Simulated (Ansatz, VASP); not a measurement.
**Ni: VASP beside Ansatz**

INCAR

```
SYSTEM = Ni
ALGO = Normal
EDIFF = 1E-7
ENCUT = 520
GGA = PE
ISIF = 2
ISMEAR = 0
ISPIN = 2
LASPH = .TRUE.
LCHARG = .TRUE.
LELF = .TRUE.
LMAXMIX = 4
LORBIT = 11
LREAL = .FALSE.
LVHAR = .TRUE.
LWAVE = .FALSE.
MAGMOM = 0.67
NBANDS = 15
NELM = 150
PREC = Accurate
SIGMA = 0.05
```

The input KPOINTS:

```
k-points
0
G
  20 20 20
  0 0 0
```

File POSCAR:

```
Ni
1.0
   -1.4017825344      1.4017825344      1.4017825344
    1.4017825344     -1.4017825344      1.4017825344
    1.4017825344      1.4017825344     -1.4017825344
Ni
1
Direct
    0.0000000000      0.0000000000      0.0000000000
```

Input for Ansatz:

```yaml
crystal:
  lattice:
    - [-1.4017825344, 1.4017825344, 1.4017825344]
    - [1.4017825344, -1.4017825344, 1.4017825344]
    - [1.4017825344, 1.4017825344, -1.4017825344]
  atoms:
    - { symbol: Ni, position: [0.0, 0.0, 0.0], spin: 0.67 }
basis:
  ecutwfc: 420
  ecutrho_ratio: 4
kpoints:
  mp_grid: { grid: [20, 20, 20] }
hamiltonian:
  xc: pbe
scf:
  occupations: { method: gaussian, width: 0.05 }
output:
  forces: true
  stress: true
  eigenvalues: true
  populations: true
magnetization:
  spin_polarized: true
```

Alike in both runs: task single point; functional PBE; k mesh 20 × 20 × 20; occupations gaussian, width 0.05 eV; collinear spin.

|  | VASP | Ansatz |
| --- | --- | --- |
| version | VASP 6.6.1 | Ansatz 0.2.0 |
| potentials or method | VASP PAW PBE potentials, release 64 (Ni), cutoff 520 eV | scalar-relativistic, plane waves, PAW |
| valence electrons in the cell | 10 | 18 |

Ansatz gave:

* gap on the k mesh at the Fermi level (eV): none
* pressure (GPa): -0.5
* net moment per atom (μB): 0.58
* size of the moment on the site where the two differ most (μB): 0.61

Estimate VASP's values.

gap on the k mesh at the Fermi level (eV): none; pressure (GPa): -0.6; net moment per atom (μB): 0.58; size of the moment on the site where the two differ most (μB): 0.59.

Site moments also hang on the region over which each program counts them. A gap of «none» marks a metal or a gap that the smearing closes. VASP's potentials hold 10 valence electrons a cell and Ansatz's 18, so a difference there can come from the potentials and not from the codes.
